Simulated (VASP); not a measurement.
# SnTe (F-43m) in VASP: further runs

Runs on SnTe. Level: r2SCAN. Tasks: single point.

Everything below comes from runs of VASP 6.6.1. Logs are shortened: lines on timing, memory, paths and dates and some standing lists are left out, and cuts for length are marked.

## (1) The cell of the first run

The structure is cubic, space group F-43m (No. 216). The conventional cell has a = 6.320 Å, b = 6.320 Å, c = 6.320 Å, α = 90.00°, β = 90.00°, γ = 90.00°. Te (site symmetry -43m) has 4 Sn at 2.74 Å within 3.6 Å. Within 3.6 Å of Sn (site symmetry -43m) lie 4 Te at 2.74 Å.

## (2) Single point, r2SCAN

File POSCAR:

```
SnTe
1.0
    0.0000000000      3.1600731700      3.1600731700
    3.1600731700      0.0000000000      3.1600731700
    3.1600731700      3.1600731700      0.0000000000
Te Sn
1 1
Direct
    0.2500000000      0.2500000000      0.2500000000
    0.0000000000      0.0000000000      0.0000000000
```

File INCAR.step1:

```
SYSTEM = SnTe
PREC = Accurate
ENCUT = 520
ISMEAR = -1
SIGMA = 0.05
LREAL = .FALSE.
LASPH = .TRUE.
NELM = 80
NBANDS = 17
GGA = PE
ALGO = Normal
EDIFF = 1E-4
LWAVE = .TRUE.
LCHARG = .FALSE.
```

File INCAR.step2:

```
SYSTEM = SnTe
PREC = Accurate
ENCUT = 520
EDIFF = 1E-6
ISMEAR = -1
SIGMA = 0.05
LREAL = .FALSE.
LASPH = .TRUE.
NELM = 80
ALGO = Normal
ISIF = 2
LWAVE = .FALSE.
LCHARG = .FALSE.
METAGGA = R2SCAN
LMIXTAU = .TRUE.
NBANDS = 17
ISTART = 1
```

File KPOINTS:

```
regular mesh
0
G
  7 7 7
  0 0 0
```

Potentials or basis: VASP PAW PBE potentials, release 64 (Te, Sn_d).

On the command line:

```sh
$ cat potpaw_PBE.64/Te/POTCAR potpaw_PBE.64/Sn_d/POTCAR > POTCAR
$ cp INCAR.step1 INCAR
$ mpirun -np 1 vasp_std > vasp.out
$ cp INCAR.step2 INCAR
$ mpirun -np 1 vasp_std > vasp.out
```

OUTCAR:

```text
SYSTEM = SnTe
   PREC = Accurate
   ENCUT = 520
   EDIFF = 1E-6
   ISMEAR = -1
   LREAL = .FALSE.
   LASPH = .TRUE.
   NELM = 80
   ISIF = 2
   METAGGA = R2SCAN
   ISTART = 1

 ion  position               nearest neighbor table
   1  0.250  0.250  0.250-   2 2.74   2 2.74   2 2.74   2 2.74
   2  0.000  0.000  0.000-   1 2.74   1 2.74   1 2.74   1 2.74

  LATTYP: Found a face centered cubic cell.
 ALAT       =     6.3201463400

  Lattice vectors:

 A1 = (   0.0000000000,   3.1600731700,   3.1600731700)
 A2 = (   3.1600731700,   0.0000000000,   3.1600731700)
 A3 = (   3.1600731700,   3.1600731700,   0.0000000000)

Analysis of symmetry for initial positions (statically):
=====================================================================
 Subroutine PRICEL returns:
 Original cell was already a primitive cell.

 Routine SETGRP: Setting up the symmetry group for a
 face centered cubic supercell.

 Subroutine GETGRP returns: Found 24 space group operations
 (whereof 24 operations were pure point group operations)
 out of a pool of 48 trial point group operations.

The static configuration has the point symmetry T_d .

Analysis of symmetry for dynamics (positions and initial velocities):
=====================================================================
 Subroutine PRICEL returns:
 Original cell was already a primitive cell.

 Routine SETGRP: Setting up the symmetry group for a
 face centered cubic supercell.

 Subroutine GETGRP returns: Found 24 space group operations
 (whereof 24 operations were pure point group operations)
 out of a pool of 48 trial point group operations.

The dynamic configuration has the point symmetry T_d .

 Subroutine INISYM returns: Found 24 space group operations
 (whereof 24 operations are pure point group operations),
 and found     1 'primitive' translations

----------------------------------------------------------------------------------------

                                     Primitive cell

  volume of cell :      63.1134

  direct lattice vectors                    reciprocal lattice vectors
     0.000000000  3.160073170  3.160073170    -0.158224184  0.158224184  0.158224184
     3.160073170  0.000000000  3.160073170     0.158224184 -0.158224184  0.158224184
     3.160073170  3.160073170  0.000000000     0.158224184  0.158224184 -0.158224184

  length of vectors
     4.469018335  4.469018335  4.469018335     0.274052326  0.274052326  0.274052326

  position of ions in fractional coordinates (direct lattice)
     0.250000000  0.250000000  0.250000000
     0.000000000  0.000000000  0.000000000

  ion indices of the primitive-cell ions
   primitive index   ion index
                 1           1
                 2           2

----------------------------------------------------------------------------------------

 KPOINTS: regular mesh

Automatic generation of k-mesh.
 Grid dimensions read from file:
 generate k-points for:    7    7    7

 Generating k-lattice:

  Cartesian coordinates                     Fractional coordinates (reciprocal lattice)
    -0.022603455  0.022603455  0.022603455     0.142857143  0.000000000  0.000000000
     0.022603455 -0.022603455  0.022603455     0.000000000  0.142857143  0.000000000
     0.022603455  0.022603455 -0.022603455     0.000000000  0.000000000  0.142857143

  Length of vectors
     0.039150332  0.039150332  0.039150332

  Shift w.r.t. Gamma in fractional coordinates (k-lattice)
     0.000000000  0.000000000  0.000000000

 Subroutine IBZKPT returns following result:
 ===========================================

 Found     20 irreducible k-points:

 Following reciprocal coordinates:
            Coordinates               Weight
  0.000000  0.000000  0.000000      1.000000
  0.142857  0.000000  0.000000      8.000000
  0.285714  0.000000  0.000000      8.000000
  0.428571  0.000000  0.000000      8.000000
  0.142857  0.142857  0.000000      6.000000
  0.285714  0.142857  0.000000     24.000000
[... 12 lines left out ...]
 -0.428571  0.428571  0.142857     24.000000
 -0.285714  0.428571  0.142857     24.000000
   k-points           NKPTS =     20   k-points in BZ     NKDIM =     20   number of bands    NBANDS=     17
   number of dos      NEDOS =    301   number of ions     NIONS =      2
   total plane-waves  NPLWV =  46656
   dimension x,y,z NGX =    36 NGY =   36 NGZ =   36
   dimension x,y,z NGXF=    72 NGYF=   72 NGZF=   72
   ions per type =               1   1
   NGX,Y,Z   is equivalent  to a cutoff of  13.39, 13.39, 13.39 a.u.
   NGXF,Y,Z  is equivalent  to a cutoff of  26.78, 26.78, 26.78 a.u.
 SYSTEM =  SnTe
   PREC   = accura    normal or accurate (medium, high low for compatibility)
   ISTART =      1    job   : 0-new  1-cont  2-samecut
   ICHARG =      0    charge: 1-file 2-atom 10-const
   ISPIN  =      1    spin polarized calculation?
   LNONCOLLINEAR =      F non collinear calculations
   LSORBIT =      F    spin-orbit coupling
   LASPH  =      T    aspherical Exc in radial PAW
   ENCUT  =  520.0 eV  38.22 Ry    6.18 a.u.   8.31  8.31  8.31*2*pi/ulx,y,z
   NELM   =     80;   NELMIN=  2; NELMDL=  0     # of ELM steps
   EDIFF  = 0.1E-05   stopping-criterion for ELM
   LREAL  =      F    real-space projection
[... 7 lines left out ...]
   TEBEG  =    0.0;   TEEND  =   0.0 temperature during run
   PSTRESS=    0.0 pullay stress
   NELECT =      20.0000    total number of electrons
   NUPDOWN=      -1.0000    fix difference up-down
   EMIN   =  10.00;   EMAX   =-10.00  energy-range for DOS
   EFERMI =   0.00;   METHOD = LEGACY
   ISMEAR =    -1;   SIGMA  =   0.05  broadening in eV -4-tet -1-fermi 0-gaus
   EFERMI_NEDOS =   21; number of points for ismear=-14 and -15
   IALGO  =     38    algorithm
   IMIX   =      4    mixing-type and parameters
     AMIX     =   0.40;   BMIX     =  1.00
     AMIX_MAG =   1.60;   BMIX_MAG =  1.00
  volume/ion in A,a.u.               =      31.56       212.96
  Fermi-wavevector in a.u.,A,eV,Ry     =   1.116120  2.109162 16.949113  1.245725
  Thomas-Fermi vector in A             =   2.252731
   LORBIT       =      0    0 simple, 1 ext, 2 COOP (PROOUT), +10 PAW based schemes
   METAGGA = R2SCAN    functional components
   LHFCALC =     F    Hartree Fock is set to
   AEXX    =    0.0000 exact exchange contribution
   IVDW    =     0    specifies the selected vdW correction
   LEPSILON=     F    determine dielectric tensor
   LRPA    =     F    only Hartree local field effects (RPA)
 non-spin polarized calculation
  energy-cutoff  :      520.00
  volume of cell :       63.11
 maximum number of plane-waves:      1721
 NGX is ok and might be reduce to    36
   NGX = 17   NGY = 17   NGZ = 17

 number of electron      19.9999999 magnetization

 Free energy of the ion-electron system (eV)
  ---------------------------------------------------
  ext. energy  EPLUGINS =         0.00000000
  ---------------------------------------------------
  free energy    TOTEN  =       -48.72865160 eV

  energy without entropy =      -48.72002477  energy(sigma->0) =      -48.72433819

 E-fermi :   7.3606     XC(G=0):  -9.7867

 val. band max:        7.3184039028   @ k =  -0.4286   0.4286   0.0000
 cond. band min:       7.3954700774   @ k =   0.1429   0.1429   0.0000
 fundamental gap:      0.0770661746
 Fermi energy:         7.3605669448

 k-point     1 :       0.0000    0.0000    0.0000
  band No.  band energies     occupation
      1     -15.6604      2.00000
      2     -15.6604      2.00000
      3     -15.6604      2.00000
      4     -15.5907      2.00000
      5     -15.5907      2.00000
      6      -7.5500      2.00000
[... 9 lines left out ...]
     16      14.0527      0.00000
     17      15.1880      0.00000

 k-point     2 :       0.1429    0.0000    0.0000
  band No.  band energies     occupation
      1     -15.6632      2.00000
      2     -15.6583      2.00000
      3     -15.6583      2.00000
      4     -15.5908      2.00000
      5     -15.5908      2.00000
      6      -7.3699      2.00000
[... 9 lines left out ...]
     16      13.3049      0.00000
     17      14.6396      0.00000

 k-point     3 :       0.2857    0.0000    0.0000
  band No.  band energies     occupation
      1     -15.6696      2.00000
      2     -15.6537      2.00000
      3     -15.6537      2.00000
      4     -15.5907      2.00000
      5     -15.5907      2.00000
      6      -6.8856      2.00000
[... 9 lines left out ...]
     16      13.2774      0.00000
     17      15.7833      0.00000

 k-point     4 :       0.4286    0.0000    0.0000
  band No.  band energies     occupation
      1     -15.6747      2.00000
      2     -15.6504      2.00000
      3     -15.6503      2.00000
      4     -15.5904      2.00000
      5     -15.5903      2.00000
      6      -6.3591      2.00000
[... 9 lines left out ...]
     16      14.5225      0.00000
     17      16.0611      0.00000

 k-point     5 :       0.1429    0.1429    0.0000
  band No.  band energies     occupation
      1     -15.6666      2.00000
      2     -15.6563      2.00000
      3     -15.6563      2.00000
      4     -15.5920      2.00000
      5     -15.5898      2.00000
      6      -7.3084      2.00000
[... 9 lines left out ...]
     16      14.2922      0.00000
     17      15.7582      0.00000

 k-point     6 :       0.2857    0.1429    0.0000
  band No.  band energies     occupation
      1     -15.6724      2.00000
      2     -15.6524      2.00000
      3     -15.6517      2.00000
      4     -15.5929      2.00000
      5     -15.5891      2.00000
      6      -6.9183      2.00000
[... 9 lines left out ...]
     16      14.2464      0.00000
     17      15.7399      0.00000
[... 201 lines left out ...]
 k-point    17 :       0.4286    0.2857    0.1429
  band No.  band energies     occupation
      1     -15.6780      2.00000
      2     -15.6488      2.00000
      3     -15.6470      2.00000
      4     -15.5937      2.00000
      5     -15.5887      2.00000
      6      -6.4771      2.00000
[... 9 lines left out ...]
     16      15.2347      0.00000
     17      16.6127      0.00000

 k-point    18 :      -0.4286    0.2857    0.1429
  band No.  band energies     occupation
      1     -15.6809      2.00000
      2     -15.6473      2.00000
      3     -15.6437      2.00000
      4     -15.5933      2.00000
      5     -15.5893      2.00000
      6      -6.0087      2.00000
[... 9 lines left out ...]
     16      15.8609      0.00000
     17      16.5253      0.00000

 k-point    19 :      -0.4286    0.4286    0.1429
  band No.  band energies     occupation
      1     -15.6868      2.00000
      2     -15.6433      2.00000
      3     -15.6396      2.00000
      4     -15.5961      2.00000
      5     -15.5875      2.00000
      6      -5.7911      2.00000
[... 9 lines left out ...]
     16      16.3743      0.00000
     17      17.1174      0.00000

 k-point    20 :      -0.2857    0.4286    0.1429
  band No.  band energies     occupation
      1     -15.6846      2.00000
      2     -15.6455      2.00000
      3     -15.6398      2.00000
      4     -15.5946      2.00000
      5     -15.5888      2.00000
      6      -5.7110      2.00000
[... 9 lines left out ...]
     16      16.5826      0.00000
     17      17.5170      0.00000

------------------------ aborting loop because EDIFF is reached ----------------------------------------

  FORCE on cell =-STRESS in cart. coord.  units (eV):
  Direction    XX          YY          ZZ          XY          YZ          ZX
  --------------------------------------------------------------------------------------
  -------------------------------------------------------------------------------------
  Total        7.8935903      7.8935903      7.8935903      0.0000000      0.0000000     -0.0000000
  in kB      200.3843284    200.3843284    200.3843284      0.0000000      0.0000000     -0.0000000
  external PRESSURE =     200.3843284 kB  Pullay stress =       0.0000000 kB

 VOLUME and BASIS-vectors are now :
 -----------------------------------------------------------------------------
  energy-cutoff  :      520.00
  volume of cell :       63.11
      direct lattice vectors                 reciprocal lattice vectors
     0.000000000  3.160073170  3.160073170    -0.158224184  0.158224184  0.158224184
     3.160073170  0.000000000  3.160073170     0.158224184 -0.158224184  0.158224184
     3.160073170  3.160073170  0.000000000     0.158224184  0.158224184 -0.158224184

 POSITION                                       TOTAL-FORCE (eV/Angst)
 -----------------------------------------------------------------------------------
      1.58004      1.58004      1.58004        -0.000000     -0.000000     -0.000000
      0.00000      0.00000      0.00000         0.000000      0.000000      0.000000
 -----------------------------------------------------------------------------------
    total drift:                                0.000001      0.000001      0.000001

  FREE ENERGIE OF THE ION-ELECTRON SYSTEM (eV)
  ---------------------------------------------------
  free  energy   TOTEN  =       -48.7286515997 eV

  energy  without entropy=      -48.7200247735  energy(sigma->0) =      -48.72433819
```

Wall time 2.6 min (1 thread of Intel Xeon 8259CL, shared host); peak memory 0.22 GiB.

Results:

```
Free energy            : -48.7287 eV
Pressure               : 20.0 GPa
Band gap on the k mesh : zero (bands 10 and 11 overlap by 0.78 eV)
```

Levels at points of the mesh, in eV from the Fermi level:
```csv
k point,band 8,band 9,band 10,band 11,band 12,band 13
"(0.00, 0.00, 0.00)",-3.23,-3.23,-3.23,0.52,0.52,0.52
```

Caveat: the cell stands under pressure; semilocal functionals underestimate gaps, and a narrow one can read as zero; the PAW data sets were made with another functional, which shifts forces and pressure a little; spin-orbit coupling is left out, which moves the levels of the heavy elements.

[end of part 1 of 3]

The gap in the log of VASP goes by the Fermi energy; the results here count the filled bands.